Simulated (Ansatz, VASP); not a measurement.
PbSe: VASP beside Ansatz

```xyz
2
Lattice="0.0000 3.0723 3.0723 3.0723 0.0000 3.0723 3.0723 3.0723 0.0000" Properties=species:S:1:pos:R:3 pbc="T T T"
Pb    0.0000    0.0000    0.0000
Se    3.0723    3.0723    3.0723
```

Change from the starting cell: volume scaled by 1.01.

Alike in both runs: task single point; functional PBEsol; k mesh 9 × 9 × 9; occupations fermi-dirac, width 0.01 eV; no spin polarisation.

|  | VASP | Ansatz |
| --- | --- | --- |
| version | VASP 6.6.1 | Ansatz 0.2.0 |
| potentials or method | VASP PAW PBE potentials, release 64 (Pb_d, Se), cutoff 500 eV | all-electron LAPW, scalar-relativistic |

|  | VASP | Ansatz | Ansatz less VASP |
| --- | --- | --- | --- |
| pressure (GPa) | -1.1 | -1.1 | +0.02 |

VASP's potentials were made for PBE, not for PBEsol. Ansatz ran all-electron here, and VASP with PAW potentials.

Neither program's run includes spin-orbit coupling.
